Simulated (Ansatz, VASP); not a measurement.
## Two plane-wave programs on Ca

```
CELL_PARAMETERS angstrom
3.86060 0.00000 0.00000
-1.93030 3.34338 0.00000
0.00000 0.00000 6.71560
ATOMIC_POSITIONS crystal
Ca 0.33333 0.66667 0.25000
Ca 0.66667 0.33333 0.75000
```

Change from the starting cell: strain -0.030 along x and y, +0.030 along z, atoms carried along.

Alike in both runs: task single point; functional LDA; k mesh 15 × 15 × 8; occupations gaussian, width 0.15 eV; no spin polarisation.

|  | VASP | Ansatz |
| --- | --- | --- |
| version | VASP 6.6.1 | Ansatz 0.2.0 |
| potentials or method | VASP PAW LDA potentials, release 64 (Ca_sv), cutoff 520 eV | scalar-relativistic, plane waves, PAW |
| valence electrons in the cell | 20 | 20 |

|  | VASP | Ansatz | Ansatz less VASP |
| --- | --- | --- | --- |
| gap on the k mesh at the Fermi level (eV) | none | none | - |
| pressure (GPa) | -2.0 | -2.0 | 0.00 |
| traceless stress, the component that is largest in VASP (GPa) | -1.05 | -1.04 | +0.001 |

LDA's correlation is that of Perdew and Zunger in VASP and of Perdew and Wang (1992) in Ansatz. A gap of «none» marks a metal or a gap that the smearing closes.
